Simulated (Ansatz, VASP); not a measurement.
**SrCd: VASP beside Ansatz**

The input INCAR:

```
PREC     = Accurate       # precision mode
ENCUT    = 520            # plane-wave cutoff, eV
EDIFF    = 1E-8           # SCF threshold, eV
ISMEAR   = -1             # smearing method
SIGMA    = 0.08           # smearing width, eV
LREAL    = F              # projectors in reciprocal space
LASPH    = T              # aspherical terms in the spheres
NELM     = 100            # most SCF steps
ALGO     = Normal         # electronic algorithm
ISIF     = 2              # what is computed and relaxed
LWAVE    = F              # write WAVECAR
LCHARG   = F              # write CHGCAR
LEFG     = T            
NBANDS   = 18             # bands
```

KPOINTS

```
regular mesh
0
Gamma
  10 10 10
```

POSCAR

```
SrCd
1.0
    4.0830600000      0.0000000000      0.0000000000
    0.0000000000      4.0830600000      0.0000000000
    0.0000000000      0.0000000000      4.0030000000
Sr Cd
1 1
Direct
    0.5000000000      0.5000000000      0.5000000000
    0.0000000000      0.0000000000      0.0000000000
```

Input for Ansatz:

```yaml
crystal:
  lattice:
    - [4.08306, 0.0, 0.0]
    - [0.0, 4.08306, 0.0]
    - [0.0, 0.0, 4.003]
  atoms:
    - { symbol: Sr, position: [0.5, 0.5, 0.5] }
    - { symbol: Cd, position: [0.0, 0.0, 0.0] }
kpoints:
  mp_grid: { grid: [10, 10, 10] }
scf:
  occupations: { method: fermi_dirac, width: 0.08 }
hamiltonian:
  xc: lda
  pseudopotentials: { kind: paw }
output:
  forces: true
  stress: true
  eigenvalues: true
  efg: { contact_densities: true }
```

Change from the starting cell: equal xx and yy strain of +2 %, PAW files.

Alike in both runs: task electric field gradients; functional LDA; k mesh 10 × 10 × 10; occupations fermi-dirac, width 0.08 eV; no spin polarisation.

```csv
,VASP,Ansatz
version,VASP 6.6.1,Ansatz 0.2.0
potentials or method,"VASP PAW LDA potentials, release 64 (Sr_sv, Cd)","PAW with Ansatz's default frozen-core files, scalar-relativistic"
plane-wave cutoff (eV),520,420
valence electrons in the cell,22,30
```

VASP gave:

| Quantity | Value |
| --- | --- |
| pressure (GPa) | -2.8 |
| traceless stress, the component that is largest in VASP (GPa) | 0.36 |
| size of Vzz on the site where it differs most (V/Å²) | 0.3 |

Question: What did Ansatz give for the same quantities?

Answer: Pressure (GPa): -2.9; traceless stress, the component that is largest in VASP (GPa): 0.37; size of Vzz on the site where it differs most (V/Å²): 0.9.

LDA's correlation is that of Perdew and Zunger in VASP and of Perdew and Wang (1992) in Ansatz. VASP's potentials hold 22 valence electrons a cell and Ansatz's 30, so a difference there can come from the potentials and not from the codes.
